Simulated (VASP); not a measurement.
## Si16H7F: single point with PBE+D3(BJ)

Si16H7F, a slab with vacuum:

```
H Si F
1.0
     7.67918    0.00000    0.00000
     3.83959    6.65036    0.00000
     0.00000    0.00000   17.86876
H Si F
7 16 1
Direct
  0.16667 0.16667 0.05596
  0.66667 0.16667 0.05596
  0.16667 0.66667 0.05596
  0.66667 0.66667 0.05596
  0.50109 0.99780 0.44035
  0.99787 0.50102 0.44035
  0.50109 0.50101 0.44035
  0.16667 0.16667 0.13991
  0.66667 0.16667 0.13991
  0.16667 0.66667 0.13991
  0.66667 0.66667 0.13991
  0.83343 0.33313 0.18218
  0.33333 0.33333 0.18260
  0.83344 0.83344 0.18219
  0.33313 0.83344 0.18219
  0.83264 0.33473 0.31335
  0.33334 0.33330 0.31384
  0.83269 0.83268 0.31337
  0.33466 0.83266 0.31336
  0.99998 0.00008 0.35439
  0.49996 0.00009 0.35635
  0.00014 0.49994 0.35634
  0.49992 0.49993 0.35634
  0.99996 0.00015 0.44610
```

```
Program                : VASP 6.6.1
Task                   : single point
Functional             : PBE
Dispersion             : D3(BJ)
Potentials or basis    : VASP PAW PBE potentials, release 64 (H, Si, F)
Cutoff                 : 520 eV
k mesh                 : 2 × 2 × 1
Occupations            : gaussian, width 0.02 eV
Spin                   : no spin polarisation
Dipole correction      : no
Further INCAR settings : LREAL = Auto; ALGO = Normal; EDIFF = 1e-07; NBANDS = 57
```

* Largest force: 0.186 eV/Å
* Band gap on the k mesh: 1.31 eV, direct
* Dispersion energy per atom: -0.162 eV

Forces in eV/Å, atoms in the order of the input:
```
H    0.001  0.000 -0.038
H   -0.001  0.000 -0.038
H    0.000 -0.001 -0.038
H    0.000  0.000 -0.039
H    0.000  0.009 -0.008
H    0.007 -0.004 -0.008
H   -0.007 -0.004 -0.008
Si   0.021  0.012  0.046
Si  -0.021  0.012  0.046
Si   0.000 -0.024  0.046
Si   0.000  0.001  0.029
Si   0.000 -0.001  0.002
Si   0.000  0.000  0.005
Si   0.001  0.000  0.002
Si  -0.001  0.000  0.002
Si   0.000 -0.001  0.000
Si   0.000 -0.001 -0.009
Si   0.000  0.000 -0.001
Si   0.000  0.000 -0.001
Si   0.000 -0.001 -0.186
Si   0.000  0.001  0.007
Si   0.001  0.000  0.007
Si   0.000  0.000  0.007
F    0.000  0.000  0.175
```

Levels at points of the mesh, in eV from the valence-band top:
| k point | band 37 | band 38 | band 39 | band 40 | band 41 | band 42 |
| --- | --- | --- | --- | --- | --- | --- |
| (0.00, 0.00, 0.00) | -0.65 | 0.00 | 0.00 | 1.31 | 1.38 | 1.38 |
| (0.50, 0.00, 0.00) | -1.59 | -0.80 | -0.73 | 1.77 | 1.86 | 2.62 |
| (0.50, 0.50, 0.00) | -1.60 | -0.80 | -0.73 | 1.77 | 1.86 | 2.62 |
| (0.00, 0.50, 0.00) | -1.59 | -0.80 | -0.73 | 1.77 | 1.86 | 2.62 |

Run time: 7.3 min on 1 thread of AMD EPYC 7R13 Processor (Zen 3), with other jobs on the host, peak memory 0.94 GiB.

Caveat: the k points lie up to 0.47 Å⁻¹ apart.
